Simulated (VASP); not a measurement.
Ni, 1 atom in the cell. Symmetry: Im-3m, No. 229, cubic system. The conventional cell has a = 2.723 Å, b = 2.723 Å, c = 2.723 Å, α = 90.00°, β = 90.00°, γ = 90.00°. Within 3.1 Å of Ni (site symmetry m-3m) lie 14 Ni at 2.36 to 2.72 Å. This isn't the form of Ni at room conditions, which is fcc.

| Item | Value |
| --- | --- |
| Program | VASP 6.6.1 |
| Task | single point |
| Functional | LDA |
| Potentials or basis | VASP PAW LDA potentials, release 64 (Ni_sv_GW) |
| Cutoff | 690 eV |
| k mesh | 16 × 16 × 16 |
| Occupations | fermi-dirac, width 0.05 eV |
| Spin | collinear spin, ferromagnetic start |
| Starting moments | [0.8] μB |
| Dipole correction | no |
| Further INCAR settings | ALGO = Normal; EDIFF = 1e-06; NBANDS = 19 |

Potentials or basis: VASP PAW LDA potentials, release 64 (Ni_sv_GW).

Launch:

```console
$ cat potpaw_LDA.64/Ni_sv_GW/POTCAR > POTCAR
$ mpirun -np 1 vasp_std > vasp.out
```

Hardware: 1 thread of Intel(R) Xeon(R) Platinum 8488C (Sapphire Rapids), with other jobs on the host.

**Question.** Estimate the wall time of this run.

**Answer.** Wall time 45 s on 1 thread of Intel(R) Xeon(R) Platinum 8488C (Sapphire Rapids), on a shared host, peak memory 0.19 GiB. Counts: scf iterations 12, k points 145.
